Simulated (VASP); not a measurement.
Runs of VASP 6.6.1 on BeTe. The structure is that of space group F-43m (No. 216), or close to it. The cells are those of the table. 

```tsv
level	cell	k mesh	smearing	gap on the mesh (eV)	pressure (GPa)
PBE	a = 3.737 Å, angles 60.0°, 2 atoms	4 × 4 × 4	gaussian 0.1 eV	(b)	18.7
PBE	a = 4.004 Å, angles 60.0°, 2 atoms	3 × 3 × 3	gaussian 0.01 eV	2.26	1.7
PBE	a = 4.004 Å, angles 60.0°, 2 atoms	5 × 5 × 5	methfessel-paxton 0.136057 eV	2.11	0.3
PBE+D3(BJ)	a = 4.004 Å, angles 60.0°, 2 atoms	4 × 4 × 4	gaussian 0.01 eV	2.00	-1.9
PBE	a = 4.004 Å, angles 60.0°, 2 atoms	4 × 4 × 4	gaussian 0.1 eV	2.00	0.6
BLYP	a = 4.004 Å, angles 60.0°, 2 atoms	2 × 2 × 2, shifted	gaussian 0.1 eV	(a)	6.0
RPBE	a = 4.004 Å, angles 60.0°, 2 atoms	4 × 4 × 4	gaussian 0.1 eV	2.11	2.1
PBE	a = 4.004 Å, angles 60.0°, 2 atoms	4 × 4 × 4	gaussian 0.01 eV	2.00	0.6
```

Alike in all rows: task single point; potentials or basis VASP PAW PBE potentials, release 64 (Be, Te); no spin polarisation; cutoff (eV) 600.

Q: Estimate the missing entries.

A: (a) 2.79; (b) 1.42.

Caveats: some runs use coarse meshes; spin-orbit coupling is left out, which moves the levels of the heavy elements; the PAW data sets were made with another functional, which shifts forces and pressure a little (some runs).

A k mesh can miss the band edges, and the runs leave out spin-orbit coupling on Te.
